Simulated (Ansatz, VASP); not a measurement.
## Two plane-wave programs on Rb2Ti

```xyz
3
Lattice="7.0923 0.0000 0.0000 -3.5461 6.1421 0.0000 0.0000 0.0000 4.3431" Properties=species:S:1:pos:R:3 pbc="T T T"
Rb    3.5461    2.0474    2.8954
Rb    0.0000    4.0947    1.4477
Ti    0.0000    0.0000    0.0000
```

Alike in both runs: task single point; functional PBE; k mesh 3 × 3 × 4; occupations gaussian, width 0.1 eV; no spin polarisation.

|  | VASP | Ansatz |
| --- | --- | --- |
| version | VASP 6.6.1 | Ansatz 0.2.0 |
| potentials or method | VASP PAW PBE potentials, release 64 (Rb_sv, Ti_sv), cutoff 520 eV | scalar-relativistic, plane waves, PAW |
| valence electrons in the cell | 30 | 30 |

|  | VASP | Ansatz | Ansatz less VASP |
| --- | --- | --- | --- |
| gap on the k mesh at the Fermi level (eV) | none | none | - |
| pressure (GPa) | -1.3 | -1.3 | -0.01 |
| traceless stress, the component that is largest in VASP (GPa) | -0.69 | -0.69 | 0.000 |
| rms of the force components (eV/Å) | 0.006 | 0.006 | +0.0002 |

Atom by atom the forces differ by 0.000 eV/Å (rms over components). A gap of «none» marks a metal or a gap that the smearing closes.

The k mesh is coarse, so the values compare programs but aren't converged.
